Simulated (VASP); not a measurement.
Wanted: the native input for a VASP 6.6.1 run.

```yaml
Task: single point
Functional: PBE
Potentials_or_basis: VASP PAW PBE potentials, release 64 (Zn)
Cutoff: 520 eV
k_mesh: 14 × 14 × 7
Occupations: methfessel-paxton, width 0.3 eV
Spin: no spin polarisation
Dipole_correction: no
Further_INCAR_settings: ALGO = Normal; EDIFF = 1e-06; NBANDS = 19
```

The structure of Zn lies in POSCAR:

```
Zn
1.0
    2.6556370042      0.0000000000      0.0000000000
   -1.3278185021      2.2998491089      0.0000000000
    0.0000000000      0.0000000000      4.9624616040
Zn
2
Direct
    0.3333333333      0.6666666667      0.2500000000
    0.6666666667      0.3333333333      0.7500000000
```

One way to write it, as run:

INCAR

```
SYSTEM = Zn
  PREC = Accurate
  ENCUT = 520
  EDIFF = 1E-6
  ISMEAR = 1
  SIGMA = 0.3
  LREAL = .FALSE.
  LASPH = .TRUE.
  NELM = 80
  ALGO = Normal
  ISIF = 2
  LWAVE = .FALSE.
  LCHARG = .FALSE.
  GGA = PE
  NBANDS = 19
```

KPOINTS

```
Automatic mesh
0
G
  14 14 7
  0 0 0
```

Potentials or basis: VASP PAW PBE potentials, release 64 (Zn).

Command:

```sh
$ cat potpaw_PBE.64/Zn/POTCAR > POTCAR
$ mpirun -np 1 vasp_std > vasp.out
```

Results of the run:

```yaml
Pressure: 0.4 GPa
Band_gap_on_the_k_mesh: zero (bands 12 and 13 overlap by 4.57 eV)
```

Caveat: so wide a smearing shifts energies and pressures.

Run time: 59 s on 1 thread of AMD EPYC 7R13, with other jobs on the host, peak memory 0.14 GiB.
